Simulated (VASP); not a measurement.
# Cs (I4/mmm) in VASP: notebook, part 2 of 2

VASP 6.6.1. The steps go on from the part before.

### 4 Single point, PBE (strain along c alone, the other axes held: -3.0 %)

File INCAR:

```
SYSTEM = Cs
ALGO = Fast
EDIFF = 1E-6
ENCUT = 520
GGA = PE
ISIF = 2
ISMEAR = 0
LASPH = .True.
LCHARG = .True.
LELF = .True.
LREAL = .False.
LVHAR = .True.
LWAVE = .False.
NBANDS = 16
NELM = 60
PREC = Accurate
SIGMA = 0.1
```

File KPOINTS:

```
k-points
0
Gamma
  8 8 6
  0 0 0
```

File POSCAR:

```
Cs
1.0
    5.4110312566      0.0000000000      0.0000000000
    0.0000000000      5.4110312566      0.0000000000
    0.0000000000      0.0000000000      7.7401162503
Cs
2
Direct
    0.0000000000      0.0000000000      0.0000000000
    0.5000000000      0.5000000000      0.5000000000
```

Potentials or basis: VASP PAW PBE potentials, release 64 (Cs_sv).

The run is started by

```
> cat potpaw_PBE.64/Cs_sv/POTCAR > POTCAR
> mpirun -np 1 vasp_std > vasp.out
```

OUTCAR:

```text
SYSTEM = Cs
   EDIFF = 1E-6
   ENCUT = 520
   GGA = PE
   ISIF = 2
   ISMEAR = 0
   LASPH = .True.
   LREAL = .False.
   NELM = 60
   PREC = Accurate

 ion  position               nearest neighbor table
   1  0.000  0.000  0.000-
   2  0.500  0.500  0.500-

  LATTYP: Found a simple tetragonal cell.
 ALAT       =     5.4110312566
 C/A-ratio  =     1.4304327370

  Lattice vectors:

 A1 = (   5.4110312566,   0.0000000000,   0.0000000000)
 A2 = (   0.0000000000,   5.4110312566,   0.0000000000)
 A3 = (   0.0000000000,   0.0000000000,   7.7401162503)

Analysis of symmetry for initial positions (statically):
=====================================================================
 Subroutine PRICEL returns following result:

  LATTYP: Found a body centered tetragonal cell.
 ALAT       =     5.4110312566
 C/A-ratio  =     1.4304327370

  Lattice vectors:

 A1 = (   2.7055156283,  -2.7055156283,  -3.8700581251)
 A2 = (  -2.7055156283,   2.7055156283,  -3.8700581251)
 A3 = (   2.7055156283,   2.7055156283,   3.8700581251)
[... 173 lines left out ...]

 Free energy of the ion-electron system (eV)
  ---------------------------------------------------
  ext. energy  EPLUGINS =         0.00000000
  ---------------------------------------------------
  free energy    TOTEN  =        -1.70479182 eV

  energy without entropy =       -1.69164999  energy(sigma->0) =       -1.69822091

 E-fermi :   0.4849     XC(G=0):  -5.4436

 val. band max:        0.4632717648   @ k =   0.3750   0.3750   0.1667
 cond. band min:       0.5189474975   @ k =   0.2500   0.1250   0.3333
 fundamental gap:      0.0556757327
 Fermi energy:         0.4848741018

 k-point     1 :       0.0000    0.0000    0.0000
  band No.  band energies     occupation
      1     -23.3533      2.00000
      2     -23.3449      2.00000
      3     -10.2298      2.00000
      4     -10.1457      2.00000
      5     -10.1457      2.00000
      6     -10.0962      2.00000
[... 433 lines left out ...]
      3     -10.2126      2.00000
      4     -10.2126      2.00000
      5     -10.1437      2.00000
      6     -10.1437      2.00000
[... 8 lines left out ...]
     15       3.1447      0.00000
     16       3.1447      0.00000

 [... further k-points ...]
[... 5 lines left out ...]
  --------------------------------------------------------------------------------------
  -------------------------------------------------------------------------------------
  Total        0.1103922      0.1103922      0.0718521      0.0000000      0.0000000      0.0000000
  in kB        0.7804435      0.7804435      0.5079752      0.0000000      0.0000000      0.0000000
  external PRESSURE =       0.6896208 kB  Pullay stress =       0.0000000 kB

 VOLUME and BASIS-vectors are now :
 -----------------------------------------------------------------------------
  energy-cutoff  :      520.00
  volume of cell :      226.62
      direct lattice vectors                 reciprocal lattice vectors
     5.411031257  0.000000000  0.000000000     0.184807655  0.000000000  0.000000000
     0.000000000  5.411031257  0.000000000     0.000000000  0.184807655  0.000000000
     0.000000000  0.000000000  7.740116250     0.000000000  0.000000000  0.129197026

 POSITION                                       TOTAL-FORCE (eV/Angst)
 -----------------------------------------------------------------------------------
      0.00000      0.00000      0.00000         0.000000      0.000000      0.000000
      2.70552      2.70552      3.87006        -0.000000     -0.000000     -0.000000
 -----------------------------------------------------------------------------------
    total drift:                                0.000000      0.000000     -0.000000

  FREE ENERGIE OF THE ION-ELECTRON SYSTEM (eV)
  ---------------------------------------------------
  free  energy   TOTEN  =        -1.7047918192 eV

  energy  without entropy=       -1.6916499913  energy(sigma->0) =       -1.69822091
```

Wall time 74 s (1 thread of Intel Xeon 6975P-C (Granite Rapids), shared host); peak memory 0.39 GiB.

What came out:

| Quantity | Value |
| --- | --- |
| Free energy | -1.7048 eV |
| Pressure | 0.1 GPa |
| Band gap on the k mesh | zero (band 9 reaches 1.23 eV, above the bottom of band 10 at -0.40 eV) |

Caveat: the cell differs from its parent crystal (strain along c alone, the other axes held: -3.0 %); spin-orbit coupling is left out, which moves the levels of the heavy elements.

### 5 Summary

| cell | k mesh | gap on the mesh (eV) | pressure (GPa) |
| --- | --- | --- | --- |
| a = 5.411, b = 5.411, c = 7.980 Å, 2 atoms | 8 × 8 × 6 | none | 0.0 |
| a = 5.846 Å, angles 120.8, 120.8, 88.7°, 1 atom | 12 × 12 × 12 | none | -0.3 |
| a = 5.411, b = 5.411, c = 7.740 Å, 2 atoms | 8 × 8 × 6 | none | 0.1 |

Alike in all rows: task single point; level PBE; potentials or basis VASP PAW PBE potentials, release 64 (Cs_sv); no spin polarisation; cutoff (eV) 520; smearing gaussian 0.1 eV.

Caveats: spin-orbit coupling is left out, which moves the levels of the heavy elements.

Total energies depend on the potentials used, so only differences within one code and one set of settings carry meaning.
